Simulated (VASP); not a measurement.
# MoS2 (R-3m) in VASP: notebook

The runs below take MoS2 through single point, relaxation of cell and atoms, with r2SCAN.

All numbers are computed with VASP 6.6.1; they aren't measurements. Logs are shortened: lines on timing, memory, paths and dates and some standing lists are left out, and cuts for length are marked.

## (1) The cell of the first run

Symmetry: R-3m, No. 166, trigonal system. Conventional cell: a = 3.218 Å, b = 3.218 Å, c = 18.800 Å, α = 90.00°, β = 90.00°, γ = 120.00°. Within 3.3 Å of Mo (site symmetry -3m) lie 6 S at 2.42 Å and 6 Mo at 3.22 Å. Within 3.3 Å of S (site symmetry 3m) lie 3 Mo at 2.42 Å and 6 S at 3.22 Å.

## (2) Single point, r2SCAN

File POSCAR:

```
MoS2
1.0
    1.6087603673      0.9288182311      6.2666662456
   -1.6087603673      0.9288182311      6.2666662456
    0.0000000000     -1.8576364622      6.2666662456
Mo S
1 2
Direct
    0.0000000000      0.0000000000      0.0000000000
    0.7493338951      0.7493338951      0.7493338951
    0.2506661049      0.2506661049      0.2506661049
```

File INCAR.step1:

```
PREC = Accurate ; ENCUT = 520
ISMEAR = 0 ; SIGMA = 0.1
LREAL = F ; LASPH = T
NELM = 80 ; NBANDS = 20
GGA = PE ; ALGO = Normal
EDIFF = 1E-4 ; LWAVE = T
LCHARG = F
```

File INCAR.step2:

```
PREC = Accurate ; ENCUT = 520
EDIFF = 1E-6 ; ISMEAR = 0
SIGMA = 0.1 ; LREAL = F
LASPH = T ; NELM = 80
ALGO = Normal ; ISIF = 2
LWAVE = F ; LCHARG = F
METAGGA = R2SCAN ; LMIXTAU = T
NBANDS = 20 ; ISTART = 1
```

File KPOINTS:

```
Automatic mesh
0
Gamma
  6 6 6
```

Potentials or basis: VASP PAW PBE potentials, release 64 (Mo_sv, S).

The run is started by

```console
$ cat potpaw_PBE.64/Mo_sv/POTCAR potpaw_PBE.64/S/POTCAR > POTCAR
$ cp INCAR.step1 INCAR
$ mpirun -np 1 vasp_std > vasp.out
$ cp INCAR.step2 INCAR
$ mpirun -np 1 vasp_std > vasp.out
```

OUTCAR:

```text
PREC = Accurate
   ENCUT = 520
   EDIFF = 1E-6
   ISMEAR = 0
   LREAL = F
   LASPH = T
   NELM = 80
   ISIF = 2
   METAGGA = R2SCAN
   ISTART = 1

 ion  position               nearest neighbor table
   1  0.000  0.000  0.000-   2 2.42   3 2.42   2 2.42   2 2.42   3 2.42   3 2.42
   2  0.749  0.749  0.749-   1 2.42   1 2.42   1 2.42
   3  0.251  0.251  0.251-   1 2.42   1 2.42   1 2.42

  LATTYP: Found a trigonal (rhomboedric) cell.
 ALAT       =     6.5362006594
 COS(alpha) =     0.8788392480

  Lattice vectors:

 A1 = (   1.6087603673,   0.9288182311,   6.2666662456)
 A2 = (  -1.6087603673,   0.9288182311,   6.2666662456)
 A3 = (   0.0000000000,  -1.8576364622,   6.2666662456)

Analysis of symmetry for initial positions (statically):
=====================================================================
 Subroutine PRICEL returns:
 Original cell was already a primitive cell.

 Routine SETGRP: Setting up the symmetry group for a
 trigonal (rhombohedral) supercell.

 Subroutine GETGRP returns: Found 12 space group operations
 (whereof 12 operations were pure point group operations)
 out of a pool of 12 trial point group operations.

The static configuration has the point symmetry D_3d.

Analysis of symmetry for dynamics (positions and initial velocities):
=====================================================================
 Subroutine PRICEL returns:
 Original cell was already a primitive cell.

 Routine SETGRP: Setting up the symmetry group for a
 trigonal (rhombohedral) supercell.

 Subroutine GETGRP returns: Found 12 space group operations
 (whereof 12 operations were pure point group operations)
 out of a pool of 12 trial point group operations.

The dynamic configuration has the point symmetry D_3d.

 Subroutine INISYM returns: Found 12 space group operations
 (whereof 12 operations are pure point group operations),
 and found     1 'primitive' translations

----------------------------------------------------------------------------------------

                                     Primitive cell

  volume of cell :      56.1836

  direct lattice vectors                    reciprocal lattice vectors
     1.608760367  0.928818231  6.266666246     0.310798308  0.179439487  0.053191493
    -1.608760367  0.928818231  6.266666246    -0.310798308  0.179439487  0.053191493
     0.000000000 -1.857636462  6.266666246     0.000000000 -0.358878973  0.053191493

  length of vectors
     6.536200659  6.536200659  6.536200659     0.362799466  0.362799466  0.362799466

  position of ions in fractional coordinates (direct lattice)
     0.000000000  0.000000000  0.000000000
     0.749333895  0.749333895  0.749333895
     0.250666105  0.250666105  0.250666105

  ion indices of the primitive-cell ions
   primitive index   ion index
                 1           1
                 2           2
                 3           3

----------------------------------------------------------------------------------------

 KPOINTS: Automatic mesh

Automatic generation of k-mesh.
 Grid dimensions read from file:
 generate k-points for:    6    6    6

 Generating k-lattice:

  Cartesian coordinates                     Fractional coordinates (reciprocal lattice)
     0.051799718  0.029906581  0.008865249     0.166666667 -0.000000000 -0.000000000
    -0.051799718  0.029906581  0.008865249    -0.000000000  0.166666667 -0.000000000
     0.000000000 -0.059813162  0.008865249    -0.000000000 -0.000000000  0.166666667

  Length of vectors
     0.060466578  0.060466578  0.060466578

  Shift w.r.t. Gamma in fractional coordinates (k-lattice)
     0.000000000  0.000000000  0.000000000

 Subroutine IBZKPT returns following result:
 ===========================================

 Found     32 irreducible k-points:

 Following reciprocal coordinates:
            Coordinates               Weight
  0.000000  0.000000  0.000000      1.000000
  0.166667 -0.000000  0.000000      6.000000
  0.333333 -0.000000 -0.000000      6.000000
  0.500000 -0.000000 -0.000000      3.000000
  0.166667  0.166667  0.000000      6.000000
  0.333333  0.166667 -0.000000     12.000000
[... 16 lines left out ...]
  0.500000  0.500000  0.166667      6.000000
 -0.333333  0.500000  0.166667     12.000000
 [... further k-points ...]
   k-points           NKPTS =     32   k-points in BZ     NKDIM =     32   number of bands    NBANDS=     20
   number of dos      NEDOS =    301   number of ions     NIONS =      3
   total plane-waves  NPLWV = 125000
   dimension x,y,z NGX =    50 NGY =   50 NGZ =   50
   dimension x,y,z NGXF=   100 NGYF=  100 NGZF=  100
   ions per type =               1   2
   NGX,Y,Z   is equivalent  to a cutoff of  12.72, 12.72, 12.72 a.u.
   NGXF,Y,Z  is equivalent  to a cutoff of  25.43, 25.43, 25.43 a.u.
 SYSTEM =  unknown system
   PREC   = accura    normal or accurate (medium, high low for compatibility)
   ISTART =      1    job   : 0-new  1-cont  2-samecut
   ICHARG =      0    charge: 1-file 2-atom 10-const
   ISPIN  =      1    spin polarized calculation?
   LNONCOLLINEAR =      F non collinear calculations
   LSORBIT =      F    spin-orbit coupling
   LASPH  =      T    aspherical Exc in radial PAW
   ENCUT  =  520.0 eV  38.22 Ry    6.18 a.u.  12.15 12.15 12.15*2*pi/ulx,y,z
   NELM   =     80;   NELMIN=  2; NELMDL=  0     # of ELM steps
   EDIFF  = 0.1E-05   stopping-criterion for ELM
   LREAL  =      F    real-space projection
   EDIFFG = 0.1E-04   stopping-criterion for IOM
   NSW    =      0    number of steps for IOM
   IBRION =     -1    ionic relax: 0-MD 1-quasi-New 2-CG
   NFREE  =      0    steps in history (QN), initial steepest desc. (CG)
   ISIF   =      2    stress and relaxation
   ISYM   =      2    0-nonsym 1-usesym 2-fastsym
   POTIM  = 0.5000    time-step for ionic-motion
   TEBEG  =    0.0;   TEEND  =   0.0 temperature during run
   PSTRESS=    0.0 pullay stress
   NELECT =      26.0000    total number of electrons
   NUPDOWN=      -1.0000    fix difference up-down
   EMIN   =  10.00;   EMAX   =-10.00  energy-range for DOS
   EFERMI =   0.00;   METHOD = LEGACY
   ISMEAR =     0;   SIGMA  =   0.10  broadening in eV -4-tet -1-fermi 0-gaus
   EFERMI_NEDOS =   21; number of points for ismear=-14 and -15
   IALGO  =     38    algorithm
   IMIX   =      4    mixing-type and parameters
     AMIX     =   0.40;   BMIX     =  1.00
     AMIX_MAG =   1.60;   BMIX_MAG =  1.00
  volume/ion in A,a.u.               =      18.73       126.38
  Fermi-wavevector in a.u.,A,eV,Ry     =   1.266279  2.392920 21.816423  1.603462
  Thomas-Fermi vector in A             =   2.399488
   LORBIT       =      0    0 simple, 1 ext, 2 COOP (PROOUT), +10 PAW based schemes
   METAGGA = R2SCAN    functional components
   LHFCALC =     F    Hartree Fock is set to
   AEXX    =    0.0000 exact exchange contribution
   IVDW    =     0    specifies the selected vdW correction
   LEPSILON=     F    determine dielectric tensor
   LRPA    =     F    only Hartree local field effects (RPA)
 non-spin polarized calculation
 Gauss-broadening in eV      SIGMA  =   0.10
  energy-cutoff  :      520.00
  volume of cell :       56.18
 maximum number of plane-waves:      1530
 NGX is ok and might be reduce to    50
   NGX = 25   NGY = 25   NGZ = 25

 number of electron      26.0000001 magnetization

 Free energy of the ion-electron system (eV)
  ---------------------------------------------------
  ext. energy  EPLUGINS =         0.00000000
  ---------------------------------------------------
  free energy    TOTEN  =       -44.20078568 eV

  energy without entropy =      -44.19949251  energy(sigma->0) =      -44.20013910

 E-fermi :   6.8437     XC(G=0): -11.1978

 val. band max:        6.7345693796   @ k =   0.3333   0.3333   0.3333
 cond. band min:       6.8807978243   @ k =   0.5000   0.5000   0.5000
 fundamental gap:      0.1462284447
 Fermi energy:         6.8437084771

 k-point     1 :       0.0000    0.0000    0.0000
  band No.  band energies     occupation
      1     -56.8224      2.00000
      2     -30.1196      2.00000
      3     -30.0870      2.00000
      4     -30.0870      2.00000
      5      -8.5882      2.00000
      6      -7.0639      2.00000
[... 12 lines left out ...]
     19      13.9773      0.00000
     20      17.0699      0.00000

 k-point     2 :       0.1667   -0.0000    0.0000
  band No.  band energies     occupation
      1     -56.8135      2.00000
      2     -30.1771      2.00000
      3     -30.1077      2.00000
      4     -30.1011      2.00000
      5      -8.1614      2.00000
      6      -6.9825      2.00000
[... 12 lines left out ...]
     19      15.0082      0.00000
     20      16.5929      0.00000

 k-point     3 :       0.3333   -0.0000   -0.0000
  band No.  band energies     occupation
      1     -56.7956      2.00000
      2     -30.3537      2.00000
      3     -30.1488      2.00000
      4     -30.0641      2.00000
      5      -7.2639      2.00000
      6      -6.6665      2.00000
[... 12 lines left out ...]
     19      14.7919      0.00000
     20      16.1575      0.00000

 k-point     4 :       0.5000   -0.0000   -0.0000
  band No.  band energies     occupation
      1     -56.7867      2.00000
      2     -30.4402      2.00000
      3     -30.1692      2.00000
      4     -30.0455      2.00000
      5      -6.9995      2.00000
      6      -6.1355      2.00000
[... 12 lines left out ...]
     19      14.3440      0.00000
     20      14.6090      0.00000

 k-point     5 :       0.1667    0.1667    0.0000
  band No.  band energies     occupation
      1     -56.8135      2.00000
      2     -30.1771      2.00000
      3     -30.1077      2.00000
      4     -30.1011      2.00000
      5      -8.1425      2.00000
      6      -7.0115      2.00000
[... 12 lines left out ...]
     19      15.1965      0.00000
     20      16.6396      0.00000
[... 353 lines left out ...]
      6      -6.3487      2.00000
[... 12 lines left out ...]
     19      14.4266      0.00000
     20      15.7818      0.00000

 k-point    22 :      -0.1667    0.3333    0.1667
  band No.  band energies     occupation
      1     -56.7867      2.00000
      2     -30.3950      2.00000
      3     -30.2160      2.00000
      4     -30.0457      2.00000
      5      -6.7636      2.00000
      6      -6.4373      2.00000
[... 12 lines left out ...]
     19      14.4976      0.00000
     20      16.1035      0.00000

 k-point    23 :       0.5000    0.5000    0.1667
  band No.  band energies     occupation
      1     -56.7956      2.00000
      2     -30.3537      2.00000
      3     -30.1488      2.00000
      4     -30.0642      2.00000
      5      -7.1103      2.00000
      6      -6.8390      2.00000
[... 12 lines left out ...]
     19      14.1848      0.00000
     20      15.8960      0.00000

 k-point    24 :      -0.3333    0.5000    0.1667
  band No.  band energies     occupation
      1     -56.7867      2.00000
      2     -30.3950      2.00000
      3     -30.2160      2.00000
      4     -30.0457      2.00000
      5      -6.7933      2.00000
      6      -6.3944      2.00000
[... 12 lines left out ...]
     19      14.1197      0.00000
     20      15.8865      0.00000

 [... further k-points ...]

------------------------ aborting loop because EDIFF is reached ----------------------------------------

  FORCE on cell =-STRESS in cart. coord.  units (eV):
  Direction    XX          YY          ZZ          XY          YZ          ZX
  --------------------------------------------------------------------------------------
  -------------------------------------------------------------------------------------
  Total       -0.0423557     -0.0423557     -0.0544204     -0.0000000      0.0000000      0.0000000
  in kB       -1.2078490     -1.2078490     -1.5518958     -0.0000000      0.0000000      0.0000000
  external PRESSURE =      -1.3225313 kB  Pullay stress =       0.0000000 kB

 VOLUME and BASIS-vectors are now :
 -----------------------------------------------------------------------------
  energy-cutoff  :      520.00
  volume of cell :       56.18
      direct lattice vectors                 reciprocal lattice vectors
     1.608760367  0.928818231  6.266666246     0.310798308  0.179439487  0.053191493
    -1.608760367  0.928818231  6.266666246    -0.310798308  0.179439487  0.053191493
     0.000000000 -1.857636462  6.266666246     0.000000000 -0.358878973  0.053191493

 POSITION                                       TOTAL-FORCE (eV/Angst)
 -----------------------------------------------------------------------------------
      0.00000      0.00000      0.00000         0.000000      0.000000      0.000000
      0.00000      0.00000     14.08748         0.000000     -0.000000     -0.036656
      0.00000      0.00000      4.71252         0.000000      0.000000      0.036656
 -----------------------------------------------------------------------------------
    total drift:                                0.000000      0.000000     -0.000000

  FREE ENERGIE OF THE ION-ELECTRON SYSTEM (eV)
  ---------------------------------------------------
  free  energy   TOTEN  =       -44.2007856771 eV

  energy  without entropy=      -44.1994925144  energy(sigma->0) =      -44.20013910
```

Wall time 4.8 min (1 thread of Intel Xeon 6975P-C (Granite Rapids), shared host); peak memory 0.38 GiB.

What came out:

```
Free energy            : -44.2008 eV
Pressure               : -0.1 GPa
Largest force          : 0.037 eV/Å
Band gap on the k mesh : zero (bands 13 and 14 overlap by 0.93 eV)
```

Forces on the atoms (eV/Å):
```
Mo   0.000  0.000  0.000
S    0.000  0.000 -0.037
S    0.000  0.000  0.037
```

Caveat: the k points lie up to 0.38 Å⁻¹ apart, too coarse for converged energies and pressures of a metal; the PAW data sets were made with another functional, which shifts forces and pressure a little.

## (3) Relaxation of cell and atoms, r2SCAN

This run uses another cell than the first one, of 17.75 Å³/atom.

File POSCAR:

```
MoS2
1.0
    1.5855007458      0.9153892824      6.1150000000
   -1.5855007458      0.9153892824      6.1150000000
    0.0000000000     -1.8307785648      6.1150000000
Mo S
1 2
Direct
    0.0000000000      0.0000000000      0.0000000000
    0.7500000000      0.7500000000      0.7500000000
    0.2500000000      0.2500000000      0.2500000000
```

File INCAR.step1:

```
  ALGO = Normal
  EDIFF = 1E-4
  ENCUT = 600
  GGA = PE
  ISMEAR = 0
  LASPH = T
  LCHARG = F
  LREAL = F
  LWAVE = T
  NELM = 100
  PREC = Accurate
  SIGMA = 0.1
```

File INCAR.step2:

```
  ALGO = Normal
  EDIFF = 1E-6
  EDIFFG = -0.05
  ENCUT = 600
  IBRION = 2
  ISIF = 3
  ISMEAR = 0
  ISTART = 1
  LASPH = T
  LCHARG = F
  LMIXTAU = T
  LREAL = F
  LWAVE = F
  METAGGA = R2SCAN
  NELM = 100
  NSW = 100
  PREC = Accurate
  SIGMA = 0.1
```

File KPOINTS:

```
k-points
0
Gamma
  6 6 6
```

Potentials or basis: VASP PAW PBE potentials, release 64 (Mo_sv, S).

The run is started by

```console
$ cat potpaw_PBE.64/Mo_sv/POTCAR potpaw_PBE.64/S/POTCAR > POTCAR
$ cp INCAR.step1 INCAR
$ mpirun -np 1 vasp_std > vasp.out
$ cp INCAR.step2 INCAR
$ mpirun -np 1 vasp_std > vasp.out
```

Run time: 54 min. Hardware: 1 thread of Intel Xeon 6975P-C (Granite Rapids), shared host; peak memory 0.44 GiB.

It converged, with:

| Quantity | Value |
| --- | --- |
| Free energy | -44.1987 eV |
| Relaxed volume | 18.67 Å³/atom |
| Relaxed cell | a = 6.515 Å, b = 6.515 Å, c = 6.515 Å, α = 28.61°, β = 28.61°, γ = 28.61° |
| Space group after relaxing (to 0.1 Å) | R-3m (No. 166) |
| Energy gained by relaxing | 17.6 meV/atom |
| Ionic steps | 12 |
| Pressure after relaxing | -0.1 GPa |
| Largest force after relaxing | 0.041 eV/Å |
| Band gap on the k mesh | zero (bands 13 and 14 overlap by 0.93 eV) |

Forces on the atoms (eV/Å):
```
Mo   0.000  0.000  0.000
S    0.000  0.000 -0.041
S    0.000  0.000  0.041
```

Stress tensor (GPa, compression positive):
```
-0.17  0.00  0.00
 0.00 -0.17  0.00
 0.00  0.00 -0.07
```

The path:
```
step  energy change (eV)  largest force (eV/Å)  pressure (GPa)  volume (Å³)
   1              0.0000                0.7371            7.03        53.25
   2              0.1432                1.5214          -10.59        59.48
   3             -0.0498                0.1273            0.02        55.24
   4             -0.0499                0.1055            0.20        55.18
   5             -0.0499                0.0906            0.32        55.14
   6             -0.0510                0.0516            0.23        55.34
   7             -0.0513                0.0165            0.14        55.52
   8             -0.0516                0.0547           -0.18        55.71
   9             -0.0517                0.0726           -0.33        55.80
  10             -0.0518                0.0693           -0.32        55.82
  11             -0.0521                0.0600           -0.25        55.89
  12             -0.0527                0.0414           -0.14        56.02
```

Final structure:
```
Mo S
1.0
     1.60939    0.92918    6.24389
    -1.60939    0.92918    6.24389
     0.00000   -1.85837    6.24389
Mo S
1 2
Direct
  0.00000 0.00000 0.00000
  0.74960 0.74960 0.74960
  0.25040 0.25040 0.25040
```

Levels at points of the mesh, in eV from the Fermi level:
```tsv
k point	band 11	band 12	band 13	band 14	band 15	band 16
(0.00, 0.00, 0.00)	-0.97	-0.84	-0.84	-0.22	-0.22	3.51
(0.50, 0.00, 0.00)	-2.84	-1.74	-1.57	1.16	2.08	3.55
(0.50, 0.50, 0.00)	-2.85	-2.00	-1.76	1.16	1.90	3.94
(0.50, 0.50, 0.50)	-0.84	-0.84	-0.31	-0.31	0.05	3.61
```

Caveat: the k points lie up to 0.38 Å⁻¹ apart in the final cell, too coarse for converged energies and pressures of a metal; the PAW data sets were made with another functional, which shifts forces and pressure a little; the relaxation stopped at a loose force limit of 0.05 eV/Å, so its end isn't a converged minimum.
